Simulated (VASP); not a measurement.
# Ga2PN (P-4m2) in VASP: single point with PBE

Aim: the single point of Ga2PN with PBE.

All numbers are computed with VASP 6.6.1; they aren't measurements. Logs are shortened: lines on timing, memory, paths and dates and some standing lists are left out, and cuts for length are marked.

## 1. The cell of the first run

It takes space group P-4m2 (No. 115, tetragonal). Conventional cell: a = 3.531 Å, b = 3.531 Å, c = 4.957 Å, α = 90.00°, β = 90.00°, γ = 90.00°. Within 2.7 Å of N (site symmetry -4m2) lie 4 Ga at 2.04 Å. Within 2.7 Å of Ga (site symmetry 2mm) lie 2 N at 2.04 Å and 2 P at 2.29 Å. P (site symmetry -4m2) has 4 Ga at 2.29 Å within 3.0 Å.

## 2. Single point, PBE, non-collinear spin, zero start, spin-orbit coupling

INCAR

```
PREC = Accurate
ENCUT = 520
EDIFF = 1E-7
ISMEAR = -1
SIGMA = 0.02
LREAL = F
LASPH = T
NELM = 150
ALGO = Normal
ISIF = 2
LWAVE = F
LCHARG = T
MAGMOM = 0 0 0 0 0 0 0 0 0 0 0 0
LORBIT = 11
LSORBIT = T
GGA_COMPAT = F
LORBMOM = T
GGA = PE
LVHAR = T
NBANDS = 50
```

KPOINTS

```
regular mesh
0
Gamma
  8 8 6
```

POSCAR

```
Ga2PN
1.0
    3.5309103143      0.0000000000      0.0000000000
    0.0000000000      3.5309103143      0.0000000000
    0.0000000000      0.0000000000      4.9571255199
N Ga P
1 2 1
Direct
    0.0000000000      0.0000000000      0.0000000000
    0.0000000000      0.5000000000      0.7927838356
    0.5000000000      0.0000000000      0.2072161644
    0.5000000000      0.5000000000      0.5000000000
```

Potentials or basis: VASP PAW PBE potentials, release 64 (N, Ga_d, P).

Started as:

```console
> cat potpaw_PBE.64/N/POTCAR potpaw_PBE.64/Ga_d/POTCAR potpaw_PBE.64/P/POTCAR > POTCAR
> mpirun -np 1 vasp_ncl > vasp.out
```

OUTCAR:

```text
PREC = Accurate
   ENCUT = 520
   EDIFF = 1E-7
   ISMEAR = -1
   LREAL = F
   LASPH = T
   NELM = 150
   ISIF = 2
   LORBIT = 11
   LSORBIT = T
   GGA = PE

 ion  position               nearest neighbor table
   1  0.000  0.000  0.000-   2 2.04   3 2.04   2 2.04   3 2.04
   2  0.000  0.500  0.793-   1 2.04   1 2.04   4 2.29   4 2.29
   3  0.500  0.000  0.207-   1 2.04   1 2.04   4 2.29   4 2.29
   4  0.500  0.500  0.500-   2 2.29   3 2.29   3 2.29   2 2.29

  LATTYP: Found a simple tetragonal cell.
 ALAT       =     3.5309103143
 C/A-ratio  =     1.4039228071

  Lattice vectors:

 A1 = (   3.5309103143,   0.0000000000,   0.0000000000)
 A2 = (   0.0000000000,   3.5309103143,   0.0000000000)
 A3 = (   0.0000000000,   0.0000000000,   4.9571255199)

Analysis of symmetry for initial positions (statically):
=====================================================================
 Subroutine PRICEL returns:
 Original cell was already a primitive cell.

 Routine SETGRP: Setting up the symmetry group for a
 simple tetragonal supercell.

 Subroutine GETGRP returns: Found  8 space group operations
 (whereof  8 operations were pure point group operations)
 out of a pool of 16 trial point group operations.

The static configuration has the point symmetry D_2d.

Analysis of symmetry for dynamics (positions and initial velocities):
=====================================================================
 Subroutine PRICEL returns:
 Original cell was already a primitive cell.

 Routine SETGRP: Setting up the symmetry group for a
 simple tetragonal supercell.

 Subroutine GETGRP returns: Found  8 space group operations
 (whereof  8 operations were pure point group operations)
 out of a pool of 16 trial point group operations.

The dynamic configuration has the point symmetry D_2d.

Analysis of structural, dynamic, and magnetic symmetry:
=====================================================================
 Subroutine PRICEL returns:
 Original cell was already a primitive cell.

 Routine SETGRP: Setting up the symmetry group for a
 simple tetragonal supercell.

 Subroutine GETGRP returns: Found  8 space group operations
 (whereof  8 operations were pure point group operations)
 out of a pool of 16 trial point group operations.

The overall configuration has the point symmetry D_2d.

 Subroutine INISYM returns: Found  8 space group operations
 (whereof  8 operations are pure point group operations),
 and found     1 'primitive' translations

----------------------------------------------------------------------------------------

                                     Primitive cell

  volume of cell :      61.8021

  direct lattice vectors                    reciprocal lattice vectors
     3.530910314  0.000000000  0.000000000     0.283213084  0.000000000  0.000000000
     0.000000000  3.530910314  0.000000000     0.000000000  0.283213084  0.000000000
     0.000000000  0.000000000  4.957125520     0.000000000  0.000000000  0.201729812

  length of vectors
     3.530910314  3.530910314  4.957125520     0.283213084  0.283213084  0.201729812

  position of ions in fractional coordinates (direct lattice)
     0.000000000  0.000000000  0.000000000
     0.000000000  0.500000000  0.792783836
     0.500000000  0.000000000  0.207216164
     0.500000000  0.500000000  0.500000000

  ion indices of the primitive-cell ions
   primitive index   ion index
                 1           1
                 2           2
                 3           3
                 4           4

----------------------------------------------------------------------------------------

 KPOINTS: regular mesh

Automatic generation of k-mesh.
 Grid dimensions read from file:
 generate k-points for:    8    8    6

 Generating k-lattice:

[... 107 lines left out ...]
  ---------------------------------------------------
  ext. energy  EPLUGINS =         0.00000000
  ---------------------------------------------------
  free energy    TOTEN  =       -20.35032345 eV

  energy without entropy =      -20.35006418  energy(sigma->0) =      -20.35019382

 E-fermi :   5.5475     XC(G=0): -10.6837

 val. band max:        5.5428671498   @ k =   0.0000   0.0000   0.0000
 cond. band min:       5.8830086018   @ k =   0.1250   0.0000   0.0000
 fundamental gap:      0.3401414520
 Fermi energy:         5.5475332083

 k-point     1 :       0.0000    0.0000    0.0000
  band No.  band energies     occupation
      1     -10.2960      1.00000
      2     -10.2960      1.00000
      3      -9.3622      1.00000
      4      -9.3622      1.00000
      5      -9.3477      1.00000
      6      -9.3477      1.00000
[... 1213 lines left out ...]
     47      12.8093      0.00000
     48      12.8093      0.00000

 [... further k-points ...]

 [bands above 48 left out]

------------------------ aborting loop because EDIFF is reached ----------------------------------------

  FORCE on cell =-STRESS in cart. coord.  units (eV):
  Direction    XX          YY          ZZ          XY          YZ          ZX
  --------------------------------------------------------------------------------------
  -------------------------------------------------------------------------------------
  Total        1.4404813      1.4404813      1.4654267      0.0000000      0.0000000      0.0000000
  in kB       37.3434920     37.3434920     37.9901838      0.0000000      0.0000000      0.0000000
  external PRESSURE =      37.5590559 kB  Pullay stress =       0.0000000 kB

 VOLUME and BASIS-vectors are now :
 -----------------------------------------------------------------------------
  energy-cutoff  :      520.00
  volume of cell :       61.80
      direct lattice vectors                 reciprocal lattice vectors
     3.530910314  0.000000000  0.000000000     0.283213084  0.000000000  0.000000000
     0.000000000  3.530910314  0.000000000     0.000000000  0.283213084  0.000000000
     0.000000000  0.000000000  4.957125520     0.000000000  0.000000000  0.201729812

 POSITION                                       TOTAL-FORCE (eV/Angst)
 -----------------------------------------------------------------------------------
      0.00000      0.00000      0.00000        -0.000000     -0.000000      0.000000
      0.00000      1.76546      3.92993         0.000000     -0.000000     -0.036409
      1.76546      0.00000      1.02720        -0.000000     -0.000000      0.036409
      1.76546      1.76546      2.47856        -0.000000      0.000000      0.000000
 -----------------------------------------------------------------------------------
    total drift:                                0.000000      0.000000      0.000000

  FREE ENERGIE OF THE ION-ELECTRON SYSTEM (eV)
  ---------------------------------------------------
  free  energy   TOTEN  =       -20.3503234521 eV

  energy  without entropy=      -20.3500641804  energy(sigma->0) =      -20.35019382

 orbital moment (x)

 # of ion     p       d       tot
 ----------------------------------------
  1         0.000   0.000   0.000
  2         0.000   0.000   0.000
  3         0.000   0.000   0.000
  4         0.000   0.000   0.000
 ----------------------------------------
            0.000   0.000   0.000

 orbital moment (y)

 # of ion     p       d       tot
 ----------------------------------------
  1         0.000   0.000   0.000
  2         0.000  -0.000  -0.000
  3         0.000   0.000   0.000
  4        -0.000   0.000  -0.000
 ----------------------------------------
            0.000  -0.000  -0.000

 orbital moment (z)

 # of ion     p       d       tot
 ----------------------------------------
  1         0.000   0.000   0.000
  2         0.000   0.000   0.000
  3         0.000   0.000   0.000
  4         0.000   0.000   0.000
 ----------------------------------------
            0.000   0.000   0.000

 Spin-Orbit-Coupling matrix elements

 Ion:    1  E_soc:     -0.0001060
 l=   1
     0.0000000    -0.0000181    -0.0000169
    -0.0000181     0.0000000    -0.0000181
    -0.0000169    -0.0000181     0.0000000
 l=   2
     0.0000000     0.0000000     0.0000000     0.0000000     0.0000000
     0.0000000     0.0000000     0.0000000     0.0000000     0.0000000
     0.0000000     0.0000000     0.0000000     0.0000000     0.0000000
     0.0000000     0.0000000     0.0000000     0.0000000     0.0000000
     0.0000000     0.0000000     0.0000000     0.0000000     0.0000000
 l=   3
     0.0000000     0.0000000     0.0000000     0.0000000     0.0000000     0.0000000     0.0000000
     0.0000000     0.0000000     0.0000000     0.0000000     0.0000000     0.0000000     0.0000000
     0.0000000     0.0000000     0.0000000     0.0000000     0.0000000     0.0000000     0.0000000
     0.0000000     0.0000000     0.0000000     0.0000000     0.0000000     0.0000000     0.0000000
[... 49 lines left out ...]
 l=   2
     0.0000000     0.0000000     0.0000000     0.0000000     0.0000000
     0.0000000     0.0000000     0.0000000     0.0000000     0.0000000
     0.0000000     0.0000000     0.0000000     0.0000000     0.0000000
     0.0000000     0.0000000     0.0000000     0.0000000     0.0000000
     0.0000000     0.0000000     0.0000000     0.0000000     0.0000000
 l=   3
     0.0000000     0.0000000     0.0000000     0.0000000     0.0000000     0.0000000     0.0000000
     0.0000000     0.0000000     0.0000000     0.0000000     0.0000000     0.0000000     0.0000000
     0.0000000     0.0000000     0.0000000     0.0000000     0.0000000     0.0000000     0.0000000
     0.0000000     0.0000000     0.0000000     0.0000000     0.0000000     0.0000000     0.0000000
     0.0000000     0.0000000     0.0000000     0.0000000     0.0000000     0.0000000     0.0000000
     0.0000000     0.0000000     0.0000000     0.0000000     0.0000000     0.0000000     0.0000000
     0.0000000     0.0000000     0.0000000     0.0000000     0.0000000     0.0000000     0.0000000

 total charge

# of ion       s       p       d       tot
------------------------------------------
    1        1.237   2.397   0.000   3.634
    2        0.825   0.844  10.075  11.744
    3        0.825   0.844  10.075  11.744
    4        1.018   1.612   0.000   2.630
--------------------------------------------------
tot          3.905   5.697  20.151  29.753

 magnetization (x)

# of ion       s       p       d       tot
------------------------------------------
    1        0.000   0.000   0.000   0.000
    2        0.000   0.000   0.000   0.000
    3        0.000   0.000   0.000   0.000
    4        0.000   0.000   0.000   0.000
--------------------------------------------------
tot          0.000   0.000   0.000   0.000

 magnetization (y)

# of ion       s       p       d       tot
------------------------------------------
    1        0.000   0.000   0.000   0.000
    2        0.000  -0.000  -0.000  -0.000
    3        0.000   0.000   0.000   0.000
    4       -0.000  -0.000   0.000  -0.000
--------------------------------------------------
tot         -0.000  -0.000   0.000  -0.000

 magnetization (z)

# of ion       s       p       d       tot
------------------------------------------
    1        0.000   0.000   0.000   0.000
    2       -0.000  -0.000   0.000  -0.000
    3       -0.000  -0.000   0.000  -0.000
    4        0.000   0.000   0.000   0.000
--------------------------------------------------
tot         -0.000   0.000   0.000  -0.000
```

Wall time 5.1 min (1 thread of Intel Xeon 6975P-C (Granite Rapids), shared host); peak memory 0.52 GiB.

Results:

| Property | Result |
| --- | --- |
| Free energy | -20.3503 eV |
| Pressure | 3.8 GPa |
| Largest force | 0.036 eV/Å |
| Net moment | 0.00 μB per cell |
| Valence electrons inside the program's atomic spheres | N 3.63; Ga 11.74; P 2.63 |

Forces on the atoms (eV/Å):
```
N    0.000  0.000  0.000
Ga   0.000  0.000 -0.036
Ga   0.000  0.000  0.036
P    0.000  0.000  0.000
```

Moments on the atoms (μB; x, y, z):
```
N   0.00 0.00 0.00
Ga  0.00 0.00 0.00
Ga  0.00 0.00 0.00
P   0.00 0.00 0.00
```

Caveat: the cell stands under pressure.
